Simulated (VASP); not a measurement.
Input of a VASP 6.6.1 run:

INCAR

```
  PREC = Accurate
  ENCUT = 600
  EDIFF = 1E-6
  ISMEAR = 0
  SIGMA = 0.1
  LREAL = F
  LASPH = T
  NELM = 100
  ALGO = Normal
  ISIF = 3
  LWAVE = F
  LCHARG = F
  GGA = PE
  IBRION = 2
  NSW = 90
  EDIFFG = -0.04
```

KPOINTS

```
Automatic mesh
0
Gamma
  4 4 4
```

Contents of POSCAR:

```
CaB3F4
1.0
   -2.6758657300      2.6758657300      2.6758657300
    2.6758657300     -2.6758657300      2.6758657300
    2.6758657300      2.6758657300     -2.6758657300
Ca B F
1 3 4
Direct
    0.0000000000      0.0000000000      0.0000000000
    0.5000000000      0.5000000000      0.0000000000
    0.5000000000      0.0000000000      0.5000000000
    0.0000000000      0.5000000000      0.5000000000
    0.5000000000      0.5000000000      0.5000000000
    0.0000000000      0.0000000000      0.5000000000
    0.0000000000      0.5000000000      0.0000000000
    0.5000000000      0.0000000000      0.0000000000
```

Potentials or basis: VASP PAW PBE potentials, release 64 (Ca_sv, B, F).

Launch:

```sh
$ cat potpaw_PBE.64/Ca_sv/POTCAR potpaw_PBE.64/B/POTCAR potpaw_PBE.64/F/POTCAR > POTCAR
$ mpirun -np 1 vasp_std > vasp.out
```

Predict the relaxed cell.

a = 5.013 Å, b = 5.013 Å, c = 5.013 Å, α = 109.47°, β = 109.47°, γ = 109.47°.

Predict the space group after relaxing (to 0.05 Å).

Im-3m (No. 229).

Step by step:
```tsv
step	energy change (eV)	largest force (eV/Å)	pressure (GPa)	volume (Å³)
1	0.0000	0.0000	24.58	76.64
2	-1.2549	0.0000	1.82	94.13
3	-1.2678	0.0000	-0.33	96.97
```

Caveat: the k points lie up to 0.38 Å⁻¹ apart in the final cell; the volume moved by over 15 % at a fixed basis, so the end points are rough; an odd number of electrons without spin polarisation forces a metal; a magnetic or distorted state may lie lower.
